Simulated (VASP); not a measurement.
# BiTe (I4/mmm) in VASP: notebook, part 2 of 2

VASP 6.6.1. The steps go on from the part before.

## 4. Single point, PBEsol (strain -0.015 along x and y, +0.030 along z)

Input file INCAR:

```
SYSTEM = BiTe
  PREC = Accurate
  ENCUT = 520
  EDIFF = 1E-6
  ISMEAR = 0
  SIGMA = 0.15
  LREAL = .FALSE.
  LASPH = .TRUE.
  NELM = 100
  ALGO = Normal
  ISIF = 2
  LWAVE = .FALSE.
  LCHARG = .FALSE.
  GGA = PS
  NBANDS = 18
```

Input file KPOINTS:

```
Automatic mesh
0
G
  14 14 14
  0 0 0
```

Input file POSCAR:

```
BiTe
1.0
    0.0000000000      3.1864750000      3.3320500000
    3.1864750000      0.0000000000      3.3320500000
    3.1864750000      3.1864750000      0.0000000000
Bi Te
1 1
Direct
    0.0000000000      0.0000000000      0.0000000000
    0.5000000000      0.5000000000      0.5000000000
```

Potentials or basis: VASP PAW PBE potentials, release 64 (Bi_d, Te).

Command:

```bash
$ cat potpaw_PBE.64/Bi_d/POTCAR potpaw_PBE.64/Te/POTCAR > POTCAR
$ mpirun -np 1 vasp_std > vasp.out
```

OUTCAR:

```text
SYSTEM = BiTe
   PREC = Accurate
   ENCUT = 520
   EDIFF = 1E-6
   ISMEAR = 0
   LREAL = .FALSE.
   LASPH = .TRUE.
   NELM = 100
   ISIF = 2
   GGA = PS

 ion  position               nearest neighbor table
   1  0.000  0.000  0.000-   2 3.19   2 3.19   2 3.19   2 3.19   2 3.33   2 3.33
   2  0.500  0.500  0.500-   1 3.19   1 3.19   1 3.19   1 3.19   1 3.33   1 3.33

  LATTYP: Found a body centered tetragonal cell.
 ALAT       =     4.5063561612
 C/A-ratio  =     1.4788223038

  Lattice vectors:

 A1 = (  -3.1864750000,   0.0000000000,   3.3320500000)
 A2 = (   3.1864750000,   0.0000000000,   3.3320500000)
 A3 = (   0.0000000000,   3.1864750000,  -3.3320500000)

Analysis of symmetry for initial positions (statically):
=====================================================================
 Subroutine PRICEL returns:
 Original cell was already a primitive cell.

 Routine SETGRP: Setting up the symmetry group for a
 body centered tetragonal supercell.

 Subroutine GETGRP returns: Found 16 space group operations
 (whereof 16 operations were pure point group operations)
 out of a pool of 16 trial point group operations.

The static configuration has the point symmetry D_4h.

Analysis of symmetry for dynamics (positions and initial velocities):
=====================================================================
 Subroutine PRICEL returns:
 Original cell was already a primitive cell.

 Routine SETGRP: Setting up the symmetry group for a
 body centered tetragonal supercell.

 Subroutine GETGRP returns: Found 16 space group operations
 (whereof 16 operations were pure point group operations)
 out of a pool of 16 trial point group operations.

The dynamic configuration has the point symmetry D_4h.

 Subroutine INISYM returns: Found 16 space group operations
 (whereof 16 operations are pure point group operations),
 and found     1 'primitive' translations

----------------------------------------------------------------------------------------

                                     Primitive cell

  volume of cell :      67.6648

  direct lattice vectors                    reciprocal lattice vectors
     0.000000000  3.186475000  3.332050000    -0.156913203  0.156913203  0.150057772
     3.186475000  0.000000000  3.332050000     0.156913203 -0.156913203  0.150057772
     3.186475000  3.186475000  0.000000000     0.156913203  0.156913203 -0.150057772

  length of vectors
     4.610442509  4.610442509  4.506356161     0.267882142  0.267882142  0.267882142

  position of ions in fractional coordinates (direct lattice)
     0.000000000  0.000000000  0.000000000
     0.500000000  0.500000000  0.500000000

  ion indices of the primitive-cell ions
   primitive index   ion index
                 1           1
                 2           2

----------------------------------------------------------------------------------------

 KPOINTS: Automatic mesh

Automatic generation of k-mesh.
 Grid dimensions read from file:
 generate k-points for:   14   14   14

 Generating k-lattice:

  Cartesian coordinates                     Fractional coordinates (reciprocal lattice)
    -0.011208086  0.011208086  0.010718412     0.071428571  0.000000000  0.000000000
     0.011208086 -0.011208086  0.010718412     0.000000000  0.071428571  0.000000000
     0.011208086  0.011208086 -0.010718412     0.000000000  0.000000000  0.071428571

  Length of vectors
     0.019134439  0.019134439  0.019134439

  Shift w.r.t. Gamma in fractional coordinates (k-lattice)
     0.000000000  0.000000000  0.000000000

 Subroutine IBZKPT returns following result:
 ===========================================

 Found    244 irreducible k-points:

 Following reciprocal coordinates:
            Coordinates               Weight
  0.000000  0.000000  0.000000      1.000000
  0.071429 -0.000000  0.000000      8.000000
  0.142857  0.000000  0.000000      8.000000
  0.214286 -0.000000  0.000000      8.000000
  0.285714 -0.000000  0.000000      8.000000
  0.357143 -0.000000  0.000000      8.000000
[... 16 lines left out ...]
  0.214286  0.142857  0.000000      8.000000
  0.285714  0.142857  0.000000      8.000000
 [... further k-points ...]
   k-points           NKPTS =    244   k-points in BZ     NKDIM =    244   number of bands    NBANDS=     18
   number of dos      NEDOS =    301   number of ions     NIONS =      2
   total plane-waves  NPLWV =  46656
   dimension x,y,z NGX =    36 NGY =   36 NGZ =   36
   dimension x,y,z NGXF=    72 NGYF=   72 NGZF=   72
   ions per type =               1   1
   NGX,Y,Z   is equivalent  to a cutoff of  12.98, 12.98, 13.28 a.u.
   NGXF,Y,Z  is equivalent  to a cutoff of  25.96, 25.96, 26.56 a.u.
 SYSTEM =  BiTe
   PREC   = accura    normal or accurate (medium, high low for compatibility)
   ISTART =      0    job   : 0-new  1-cont  2-samecut
   ICHARG =      2    charge: 1-file 2-atom 10-const
   ISPIN  =      1    spin polarized calculation?
   LNONCOLLINEAR =      F non collinear calculations
   LSORBIT =      F    spin-orbit coupling
   LASPH  =      T    aspherical Exc in radial PAW
   ENCUT  =  520.0 eV  38.22 Ry    6.18 a.u.   8.57  8.57  8.38*2*pi/ulx,y,z
   NELM   =    100;   NELMIN=  2; NELMDL= -5     # of ELM steps
   EDIFF  = 0.1E-05   stopping-criterion for ELM
   LREAL  =      F    real-space projection
   EDIFFG = 0.1E-04   stopping-criterion for IOM
   NSW    =      0    number of steps for IOM
   IBRION =     -1    ionic relax: 0-MD 1-quasi-New 2-CG
   NFREE  =      0    steps in history (QN), initial steepest desc. (CG)
   ISIF   =      2    stress and relaxation
   ISYM   =      2    0-nonsym 1-usesym 2-fastsym
   POTIM  = 0.5000    time-step for ionic-motion
   TEBEG  =    0.0;   TEEND  =   0.0 temperature during run
   PSTRESS=    0.0 pullay stress
   NELECT =      21.0000    total number of electrons
   NUPDOWN=      -1.0000    fix difference up-down
   EMIN   =  10.00;   EMAX   =-10.00  energy-range for DOS
   EFERMI =   0.00;   METHOD = LEGACY
   ISMEAR =     0;   SIGMA  =   0.15  broadening in eV -4-tet -1-fermi 0-gaus
   EFERMI_NEDOS =   21; number of points for ismear=-14 and -15
   IALGO  =     38    algorithm
   IMIX   =      4    mixing-type and parameters
     AMIX     =   0.40;   BMIX     =  1.00
     AMIX_MAG =   1.60;   BMIX_MAG =  1.00
  volume/ion in A,a.u.               =      33.83       228.31
  Fermi-wavevector in a.u.,A,eV,Ry     =   1.108393  2.094559 16.715232  1.228535
  Thomas-Fermi vector in A             =   2.244919
   LORBIT       =      0    0 simple, 1 ext, 2 COOP (PROOUT), +10 PAW based schemes
   GGA     = PS    functional components
   LHFCALC =     F    Hartree Fock is set to
   AEXX    =    0.0000 exact exchange contribution
   IVDW    =     0    specifies the selected vdW correction
   LEPSILON=     F    determine dielectric tensor
   LRPA    =     F    only Hartree local field effects (RPA)
 non-spin polarized calculation
 Gauss-broadening in eV      SIGMA  =   0.15
  energy-cutoff  :      520.00
  volume of cell :       67.66
 maximum number of plane-waves:      1857
   NGX = 17   NGY = 17   NGZ = 17

 number of electron      20.9999999 magnetization

 Free energy of the ion-electron system (eV)
  ---------------------------------------------------
  ext. energy  EPLUGINS =         0.00000000
  ---------------------------------------------------
  free energy    TOTEN  =        -7.96162674 eV

  energy without entropy =       -7.94617212  energy(sigma->0) =       -7.95389943

 E-fermi :   6.4828     XC(G=0):  -9.5943

 val. band max:        6.4740762138   @ k =   0.2857  -0.0000   0.1429
 cond. band min:       6.4947255050   @ k =  -0.3571   0.2143   0.1429
 fundamental gap:      0.0206492912
 Fermi energy:         6.4827736485

 k-point     1 :       0.0000    0.0000    0.0000
  band No.  band energies     occupation
      1     -16.5824      2.00000
      2     -16.5771      2.00000
      3     -16.5568      2.00000
      4     -16.5568      2.00000
      5     -16.5557      2.00000
      6      -7.0594      2.00000
[... 10 lines left out ...]
     17      12.1105      0.00000
     18      12.9423      0.00000
[... 463 lines left out ...]
 k-point    24 :       0.2857    0.1429    0.0000
  band No.  band energies     occupation
      1     -16.5823      2.00000
      2     -16.5770      2.00000
      3     -16.5596      2.00000
      4     -16.5533      2.00000
      5     -16.5529      2.00000
      6      -6.4731      2.00000
[... 10 lines left out ...]
     17      14.6445      0.00000
     18      14.8458      0.00000

 [... further k-points ...]

------------------------ aborting loop because EDIFF is reached ----------------------------------------

  FORCE on cell =-STRESS in cart. coord.  units (eV):
  Direction    XX          YY          ZZ          XY          YZ          ZX
  --------------------------------------------------------------------------------------
  -------------------------------------------------------------------------------------
  Total       -0.1689351     -0.1689351     -1.5963140      0.0000000      0.0000000      0.0000000
  in kB       -4.0000743     -4.0000743    -37.7977869      0.0000000      0.0000000      0.0000000
  external PRESSURE =     -15.2659785 kB  Pullay stress =       0.0000000 kB

 VOLUME and BASIS-vectors are now :
 -----------------------------------------------------------------------------
  energy-cutoff  :      520.00
  volume of cell :       67.66
      direct lattice vectors                 reciprocal lattice vectors
     0.000000000  3.186475000  3.332050000    -0.156913203  0.156913203  0.150057772
     3.186475000  0.000000000  3.332050000     0.156913203 -0.156913203  0.150057772
     3.186475000  3.186475000  0.000000000     0.156913203  0.156913203 -0.150057772

 POSITION                                       TOTAL-FORCE (eV/Angst)
 -----------------------------------------------------------------------------------
      0.00000      0.00000      0.00000        -0.000000     -0.000000     -0.000000
      3.18648      3.18648      3.33205         0.000000      0.000000      0.000000
 -----------------------------------------------------------------------------------
    total drift:                               -0.000000      0.000000      0.000000

  FREE ENERGIE OF THE ION-ELECTRON SYSTEM (eV)
  ---------------------------------------------------
  free  energy   TOTEN  =        -7.9616267365 eV

  energy  without entropy=       -7.9461721218  energy(sigma->0) =       -7.95389943
```

stdout:

```text
POSCAR found type information on POSCAR BiTe
 POSCAR found :  2 types and       2 ions
 scaLAPACK will be used
 -----------------------------------------------------------------------------
|                                                                             |
|                                                                             |
|     You enforced a specific xc type in the INCAR file but a different       |
|     I HOPE YOU KNOW WHAT YOU ARE DOING!                                     |
|                                                                             |
 -----------------------------------------------------------------------------

 LDA part: xc-table for (Slater+PW92), standard interpolation
 POSCAR, INCAR and KPOINTS ok, starting setup
 FFT: planning ... GRIDC
 FFT: planning ... GRID_SOFT
 FFT: planning ... GRID
 WAVECAR not read
 entering main loop
```

It took 4.7 min on 1 thread of Intel Xeon 6975P-C, shared host; peak memory 0.43 GiB.

Results:

```
Free energy : -7.9616 eV
Pressure    : -1.5 GPa
```

Caveat: the cell differs from its parent crystal (strain -0.015 along x and y, +0.030 along z); the PAW data sets were made with another functional, which shifts forces and pressure a little; spin-orbit coupling is left out, which moves the levels of the heavy elements.

## 5. Single point, PBEsol (strain +0.000 along x and y, +0.015 along z)

Input file INCAR:

```
  PREC = Accurate
  ENCUT = 520
  EDIFF = 1E-6
  ISMEAR = 0
  SIGMA = 0.15
  LREAL = False
  LASPH = True
  NELM = 60
  ALGO = Normal
  ISIF = 2
  LWAVE = False
  LCHARG = True
  GGA = PS
  LELF = True
  LVHAR = True
  NBANDS = 18
```

Input file KPOINTS:

```
Automatic mesh
0
Gamma
  14 14 14
```

Input file POSCAR:

```
BiTe
1.0
    0.0000000000      3.2350000000      3.2835250000
    3.2350000000      0.0000000000      3.2835250000
    3.2350000000      3.2350000000      0.0000000000
Bi Te
1 1
Direct
    0.0000000000      0.0000000000      0.0000000000
    0.5000000000      0.5000000000      0.5000000000
```

Command:

```bash
$ cat potpaw_PBE.64/Bi_d/POTCAR potpaw_PBE.64/Te/POTCAR > POTCAR
$ mpirun -np 1 vasp_std > vasp.out
```

Run time: 5.6 min. Hardware: 1 thread of Intel Xeon 6975P-C, shared host; peak memory 0.43 GiB.

It converged, with:

```yaml
Free_energy: -7.9672 eV
Pressure: -2.4 GPa
```

Stress tensor (GPa, compression positive):
```
-2.03  0.00  0.00
 0.00 -2.03  0.00
 0.00  0.00 -3.07
```

Levels at points of the mesh, in eV from the Fermi level:
| k point | band 8 | band 9 | band 10 | band 11 | band 12 | band 13 |
| --- | --- | --- | --- | --- | --- | --- |
| (0.00, 0.00, 0.00) | -2.55 | -2.55 | -2.36 | 1.90 | 2.23 | 2.23 |
| (0.50, 0.00, 0.00) | -1.89 | -1.86 | -1.60 | -0.86 | -0.62 | -0.59 |
| (0.50, 0.50, 0.00) | -5.53 | -3.93 | -3.93 | 2.25 | 3.56 | 3.56 |
| (0.50, 0.00, 0.50) | -5.59 | -4.04 | -3.85 | 2.22 | 3.34 | 3.68 |

Caveat: the cell differs from its parent crystal (strain +0.000 along x and y, +0.015 along z); the PAW data sets were made with another functional, which shifts forces and pressure a little; spin-orbit coupling is left out, which moves the levels of the heavy elements.

## 6. Overview

| cell | gap on the mesh (eV) | pressure (GPa) |
| --- | --- | --- |
| a = 4.541, b = 4.541, c = 4.575 Å, angles 59.8, 59.8, 60.5°, 2 atoms | none | -1.0 |
| a = 4.575, b = 4.575, c = 4.506 Å, angles 60.5, 60.5, 59.0°, 2 atoms | none | -0.9 |
| a = 4.610, b = 4.610, c = 4.506 Å, angles 60.7, 60.7, 58.5°, 2 atoms | none | -1.5 |
| a = 4.609, b = 4.609, c = 4.575 Å, angles 60.2, 60.2, 59.5°, 2 atoms | none | -2.4 |

Alike in all rows: task single point; level PBEsol; potentials or basis VASP PAW PBE potentials, release 64 (Bi_d, Te); no spin polarisation; k mesh 14 × 14 × 14; cutoff (eV) 520; smearing gaussian 0.15 eV.

Caveats: the PAW data sets were made with another functional, which shifts forces and pressure a little; spin-orbit coupling is left out, which moves the levels of the heavy elements.

Absolute energies hang on the potentials; compare differences alone.
